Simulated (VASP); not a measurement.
# Co (P6_3/mmc) in VASP: further runs

Co is run at these levels: r2SCAN; tasks: single point.

Everything below comes from runs of VASP 6.6.1. Logs are shortened: lines on timing, memory, paths and dates and some standing lists are left out, and cuts for length are marked.

## (1) The cell of the first run

The structure is hexagonal, space group P6_3/mmc (No. 194). The conventional cell has a = 2.492 Å, b = 2.492 Å, c = 4.049 Å, α = 90.00°, β = 90.00°, γ = 120.00°. Within 3.3 Å of Co (site symmetry -6m2) lie 12 Co at 2.48 to 2.49 Å.

## (2) Single point, r2SCAN, collinear spin, ferromagnetic start

File POSCAR:

```
Co
1.0
    2.4919252186      0.0000000000      0.0000000000
   -1.2459626093      2.1580705436      0.0000000000
    0.0000000000      0.0000000000      4.0491930517
Co
2
Direct
    0.3333333333      0.6666666667      0.2500000000
    0.6666666667      0.3333333333      0.7500000000
```

File INCAR.step1:

```
PREC = Accurate
ENCUT = 520
ISMEAR = 0
SIGMA = 0.05
LREAL = F
LASPH = T
NELM = 150
ISPIN = 2
MAGMOM = 1.5 1.5
LMAXMIX = 4
NBANDS = 20
GGA = PE
ALGO = Normal
EDIFF = 1E-4
LWAVE = T
LCHARG = F
```

File INCAR.step2:

```
PREC = Accurate
ENCUT = 520
EDIFF = 1E-6
ISMEAR = 0
SIGMA = 0.05
LREAL = F
LASPH = T
NELM = 150
ALGO = Normal
ISIF = 2
LWAVE = F
LCHARG = F
ISPIN = 2
MAGMOM = 1.5 1.5
LORBIT = 11
LMAXMIX = 4
METAGGA = R2SCAN
LMIXTAU = T
NBANDS = 20
ISTART = 1
```

File KPOINTS:

```
Automatic mesh
0
Gamma
  20 20 12
```

Potentials or basis: VASP PAW PBE potentials, release 64 (Co).

Command:

```console
$ cat potpaw_PBE.64/Co/POTCAR > POTCAR
$ cp INCAR.step1 INCAR
$ mpirun -np 1 vasp_std > vasp.out
$ cp INCAR.step2 INCAR
$ mpirun -np 1 vasp_std > vasp.out
```

OUTCAR:

```text
PREC = Accurate
   ENCUT = 520
   EDIFF = 1E-6
   ISMEAR = 0
   LREAL = F
   LASPH = T
   NELM = 150
   ISIF = 2
   ISPIN = 2
   LORBIT = 11
   METAGGA = R2SCAN
   ISTART = 1

 ion  position               nearest neighbor table
   1  0.333  0.667  0.250-   2 2.48   2 2.48   2 2.48   2 2.48   2 2.48   2 2.48
   2  0.667  0.333  0.750-   1 2.48   1 2.48   1 2.48   1 2.48   1 2.48   1 2.48

  LATTYP: Found a hexagonal cell.
 ALAT       =     2.4919252186
 C/A-ratio  =     1.6249255882

  Lattice vectors:

 A1 = (   2.4919252186,   0.0000000000,   0.0000000000)
 A2 = (  -1.2459626093,   2.1580705436,   0.0000000000)
 A3 = (   0.0000000000,   0.0000000000,   4.0491930517)

Analysis of symmetry for initial positions (statically):
=====================================================================
 Subroutine PRICEL returns:
 Original cell was already a primitive cell.

 Routine SETGRP: Setting up the symmetry group for a
 hexagonal supercell.

 Subroutine GETGRP returns: Found 24 space group operations
 (whereof 12 operations were pure point group operations)
 out of a pool of 24 trial point group operations.

The static configuration has the point symmetry D_3d.
 The point group associated with its full space group is D_6h.

Analysis of symmetry for dynamics (positions and initial velocities):
=====================================================================
 Subroutine PRICEL returns:
 Original cell was already a primitive cell.

 Routine SETGRP: Setting up the symmetry group for a
 hexagonal supercell.

 Subroutine GETGRP returns: Found 24 space group operations
 (whereof 12 operations were pure point group operations)
 out of a pool of 24 trial point group operations.

The dynamic configuration has the point symmetry D_3d.
 The point group associated with its full space group is D_6h.

Analysis of structural, dynamic, and magnetic symmetry:
=====================================================================
 Subroutine PRICEL returns:
 Original cell was already a primitive cell.

 Routine SETGRP: Setting up the symmetry group for a
 hexagonal supercell.

 Subroutine GETGRP returns: Found 24 space group operations
 (whereof 12 operations were pure point group operations)
 out of a pool of 24 trial point group operations.

The overall configuration has the point symmetry D_3d.
 The point group associated with its full space group is D_6h.

 Subroutine INISYM returns: Found 24 space group operations
 (whereof 12 operations are pure point group operations),
 and found     1 'primitive' translations

----------------------------------------------------------------------------------------

                                     Primitive cell

  volume of cell :      21.7755

  direct lattice vectors                    reciprocal lattice vectors
     2.491925219  0.000000000  0.000000000     0.401296151  0.231688441  0.000000000
    -1.245962609  2.158070544  0.000000000     0.000000000  0.463376882  0.000000000
     0.000000000  0.000000000  4.049193052     0.000000000  0.000000000  0.246962787

  length of vectors
     2.491925219  2.491925219  4.049193052     0.463376882  0.463376882  0.246962787

  position of ions in fractional coordinates (direct lattice)
     0.333333333  0.666666667  0.250000000
     0.666666667  0.333333333  0.750000000

  ion indices of the primitive-cell ions
   primitive index   ion index
                 1           1
                 2           2

----------------------------------------------------------------------------------------

 KPOINTS: Automatic mesh

Automatic generation of k-mesh.
 Grid dimensions read from file:
 generate k-points for:   20   20   12

 Generating k-lattice:

  Cartesian coordinates                     Fractional coordinates (reciprocal lattice)
     0.020064808  0.011584422  0.000000000     0.050000000 -0.000000000  0.000000000
     0.000000000  0.023168844  0.000000000     0.000000000  0.050000000  0.000000000
     0.000000000  0.000000000  0.020580232     0.000000000  0.000000000  0.083333333

  Length of vectors
     0.023168844  0.023168844  0.020580232

  Shift w.r.t. Gamma in fractional coordinates (k-lattice)
     0.000000000  0.000000000  0.000000000

 Subroutine IBZKPT returns following result:
 ===========================================

 Found    308 irreducible k-points:

 Following reciprocal coordinates:
            Coordinates               Weight
  0.000000  0.000000  0.000000      1.000000
  0.050000 -0.000000  0.000000      6.000000
  0.100000  0.000000  0.000000      6.000000
  0.150000  0.000000  0.000000      6.000000
  0.200000  0.000000  0.000000      6.000000
  0.250000 -0.000000  0.000000      6.000000
[... 16 lines left out ...]
  0.200000  0.100000  0.000000     12.000000
  0.250000  0.100000  0.000000     12.000000
 [... further k-points ...]
   k-points           NKPTS =    308   k-points in BZ     NKDIM =    308   number of bands    NBANDS=     20
   number of dos      NEDOS =    301   number of ions     NIONS =      2
   total plane-waves  NPLWV =  12000
   dimension x,y,z NGX =    20 NGY =   20 NGZ =   30
   dimension x,y,z NGXF=    40 NGYF=   40 NGZF=   60
   ions per type =               2
   NGX,Y,Z   is equivalent  to a cutoff of  13.34, 13.34, 12.32 a.u.
   NGXF,Y,Z  is equivalent  to a cutoff of  26.69, 26.69, 24.63 a.u.
 SYSTEM =  unknown system
   PREC   = accura    normal or accurate (medium, high low for compatibility)
   ISTART =      1    job   : 0-new  1-cont  2-samecut
   ICHARG =      0    charge: 1-file 2-atom 10-const
   ISPIN  =      2    spin polarized calculation?
   LNONCOLLINEAR =      F non collinear calculations
   LSORBIT =      F    spin-orbit coupling
   LASPH  =      T    aspherical Exc in radial PAW
   ENCUT  =  520.0 eV  38.22 Ry    6.18 a.u.   4.63  4.63  7.53*2*pi/ulx,y,z
   NELM   =    150;   NELMIN=  2; NELMDL=  0     # of ELM steps
   EDIFF  = 0.1E-05   stopping-criterion for ELM
   LREAL  =      F    real-space projection
   EDIFFG = 0.1E-04   stopping-criterion for IOM
   NSW    =      0    number of steps for IOM
   IBRION =     -1    ionic relax: 0-MD 1-quasi-New 2-CG
   NFREE  =      0    steps in history (QN), initial steepest desc. (CG)
   ISIF   =      2    stress and relaxation
   ISYM   =      2    0-nonsym 1-usesym 2-fastsym
   POTIM  = 0.5000    time-step for ionic-motion
   TEBEG  =    0.0;   TEEND  =   0.0 temperature during run
   PSTRESS=    0.0 pullay stress
   NELECT =      18.0000    total number of electrons
   NUPDOWN=      -1.0000    fix difference up-down
   EMIN   =  10.00;   EMAX   =-10.00  energy-range for DOS
   EFERMI =   0.00;   METHOD = LEGACY
   ISMEAR =     0;   SIGMA  =   0.05  broadening in eV -4-tet -1-fermi 0-gaus
   EFERMI_NEDOS =   21; number of points for ismear=-14 and -15
   IALGO  =     38    algorithm
   IMIX   =      4    mixing-type and parameters
     AMIX     =   0.40;   BMIX     =  1.00
     AMIX_MAG =   1.60;   BMIX_MAG =  1.00
  volume/ion in A,a.u.               =      10.89        73.47
  Fermi-wavevector in a.u.,A,eV,Ry     =   1.536418  2.903408 32.117630  2.360579
  Thomas-Fermi vector in A             =   2.643069
   LORBIT       =     11    0 simple, 1 ext, 2 COOP (PROOUT), +10 PAW based schemes
   METAGGA = R2SCAN    functional components
   LHFCALC =     F    Hartree Fock is set to
   AEXX    =    0.0000 exact exchange contribution
   IVDW    =     0    specifies the selected vdW correction
   LEPSILON=     F    determine dielectric tensor
   LRPA    =     F    only Hartree local field effects (RPA)
 spin polarized calculation
 Gauss-broadening in eV      SIGMA  =   0.05
  energy-cutoff  :      520.00
  volume of cell :       21.78
 maximum number of plane-waves:       608
 NGX is ok and might be reduce to    20
   NGX =  9   NGY =  9   NGZ = 15

 number of electron      18.0000000 magnetization       3.5206022

 Free energy of the ion-electron system (eV)
  ---------------------------------------------------
  ext. energy  EPLUGINS =         0.00000000
  ---------------------------------------------------
  free energy    TOTEN  =       -26.40549561 eV

  energy without entropy =      -26.40381756  energy(sigma->0) =      -26.40465658

 E-fermi :  10.2769     XC(G=0): -14.6555

 val. band max:       10.2768160364   @ k =   0.4500   0.0000   0.2500
 cond. band min:      10.2775609441   @ k =   0.2000   0.1000   0.0833
 fundamental gap:      0.0007449077
 Fermi energy:        10.2768699267

 spin component 1

 k-point     1 :       0.0000    0.0000    0.0000
  band No.  band energies     occupation
      1       0.9521      1.00000
      2       4.5238      1.00000
      3       6.8808      1.00000
      4       6.9187      1.00000
      5       6.9188      1.00000
      6       7.2137      1.00000
[... 12 lines left out ...]
     19      36.8061      0.00000
     20      36.8062      0.00000
[... 507 lines left out ...]
 k-point    24 :       0.2500    0.1000    0.0000
  band No.  band energies     occupation
      1       3.9325      1.00000
      2       5.3663      1.00000
      3       5.6905      1.00000
      4       6.1826      1.00000
      5       6.8364      1.00000
      6       7.0132      1.00000
[... 12 lines left out ...]
     19      35.1731      0.00000
     20      36.1711      0.00000

 [... further k-points ...]

 spin component 2

 k-point     1 :       0.0000    0.0000    0.0000
  band No.  band energies     occupation
      1       0.3597      1.00000
      2       5.7100      1.00000
      3       9.3193      1.00000
      4       9.4150      1.00000
      5       9.4150      1.00000
      6       9.4478      1.00000
[... 12 lines left out ...]
     19      37.5083      0.00000
     20      37.5083      0.00000
[... 507 lines left out ...]
 k-point    24 :       0.2500    0.1000    0.0000
  band No.  band energies     occupation
      1       3.6174      1.00000
      2       7.0869      1.00000
      3       7.3416      1.00000
      4       7.9932      1.00000
      5       9.3103      1.00000
      6       9.3135      1.00000
[... 12 lines left out ...]
     19      35.9235      0.00000
     20      37.0595      0.00000

 [... further k-points ...]
[... 5 lines left out ...]
  --------------------------------------------------------------------------------------
  -------------------------------------------------------------------------------------
  Total       -0.7237612     -0.7237612     -0.7324826      0.0000000     -0.0000000      0.0000000
  in kB      -53.2521016    -53.2521016    -53.8937986      0.0000000     -0.0000000      0.0000000
  external PRESSURE =     -53.4660006 kB  Pullay stress =       0.0000000 kB

 VOLUME and BASIS-vectors are now :
 -----------------------------------------------------------------------------
  energy-cutoff  :      520.00
  volume of cell :       21.78
      direct lattice vectors                 reciprocal lattice vectors
     2.491925219  0.000000000  0.000000000     0.401296151  0.231688441  0.000000000
    -1.245962609  2.158070544  0.000000000     0.000000000  0.463376882  0.000000000
     0.000000000  0.000000000  4.049193052     0.000000000  0.000000000  0.246962787

 POSITION                                       TOTAL-FORCE (eV/Angst)
 -----------------------------------------------------------------------------------
     -0.00000      1.43871      1.01230        -0.000000      0.000000      0.000000
      1.24596      0.71936      3.03689         0.000000     -0.000000      0.000000
 -----------------------------------------------------------------------------------
    total drift:                                0.000000     -0.000000     -0.000000

  FREE ENERGIE OF THE ION-ELECTRON SYSTEM (eV)
  ---------------------------------------------------
  free  energy   TOTEN  =       -26.4054956108 eV

  energy  without entropy=      -26.4038175564  energy(sigma->0) =      -26.40465658

 total charge

# of ion       s       p       d       tot
------------------------------------------
    1        0.509   0.557   7.221   8.287
    2        0.509   0.557   7.221   8.287
--------------------------------------------------
tot          1.018   1.115  14.442  16.575

 magnetization (x)

# of ion       s       p       d       tot
------------------------------------------
    1       -0.012  -0.084   1.924   1.827
    2       -0.012  -0.084   1.924   1.827
--------------------------------------------------
tot         -0.024  -0.169   3.848   3.655
```

It took 8.6 min on 1 thread of Oxide Virtual Turin-like, shared host; peak memory 0.26 GiB.

Results:

| Item | Value |
| --- | --- |
| Free energy | -26.4055 eV |
| Pressure | -5.3 GPa |
| Net moment | 3.52 μB per cell |
| Site moments | Co +1.83 μB |
| Valence electrons inside the program's atomic spheres | Co 8.29 |

Caveat: the cell stands under tension; the PAW data sets were made with another functional, which shifts forces and pressure a little.

(Continued in part 2 of 2.)
